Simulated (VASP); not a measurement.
**TiO2: single point with PBEsol**

Crystal: TiO2.

```xyz
6
Lattice="-1.8535 1.8535 4.6602 1.8535 -1.8535 4.6602 1.8535 1.8535 -4.6602" Properties=species:S:1:pos:R:3 pbc="T T T"
Ti    0.0000    0.0000    0.0000
Ti    0.0000    1.8535    2.3301
O     0.0000    0.0000    1.9396
O     0.0000    1.8535    4.2697
O     0.0000    1.8535    0.3905
O     0.0000    0.0000    7.3808
```

```json
{
 "Program": "VASP 6.6.1",
 "Task": "single point",
 "Functional": "PBEsol",
 "Potentials or basis": "VASP PAW PBE potentials, release 64 (Ti_sv, O)",
 "Cutoff": "520 eV",
 "k mesh": "8 × 8 × 8",
 "Occupations": "methfessel-paxton, width 0.02 eV",
 "Spin": "no spin polarisation"
}
```

| Item | Value |
| --- | --- |
| Pressure | 15.1 GPa |
| Largest force | 0.414 eV/Å |
| Band gap on the k mesh | 2.22 eV (least direct gap 2.52 eV) |

Forces on the atoms (eV/Å):
```
Ti   0.000  0.000  0.000
Ti   0.000  0.000  0.000
O    0.000  0.000  0.414
O    0.000  0.000  0.414
O    0.000  0.000 -0.414
O    0.000  0.000 -0.414
```

Stress tensor (GPa, compression positive):
```
14.43  0.00  0.00
 0.00 14.43  0.00
 0.00  0.00 16.42
```

Levels at points of the mesh, in eV from the valence-band top:
```csv
k point,band 20,band 21,band 22,band 23,band 24,band 25,band 26,band 27,band 28,band 29
"(0.00, 0.00, 0.00)",-0.73,-0.66,-0.66,-0.49,-0.49,2.22,3.09,4.37,4.37,4.38
"(0.50, 0.00, 0.00)",-2.12,-2.06,-1.04,-0.71,-0.60,3.51,3.87,3.89,4.02,4.69
"(0.50, 0.50, 0.00)",-2.79,-2.17,-2.17,0.00,0.00,3.65,3.65,4.19,4.19,5.37
"(0.50, 0.50, 0.50)",-1.36,-1.24,-1.24,-0.05,-0.05,2.64,2.64,4.13,4.13,4.63
```

It took 5.1 min on 1 thread of Intel Xeon 8259CL, on a shared host, peak memory 0.29 GiB.

Caveat: the cell stands under pressure; the PAW data sets were made with another functional, which shifts forces and pressure a little. A k mesh can miss the band edges.
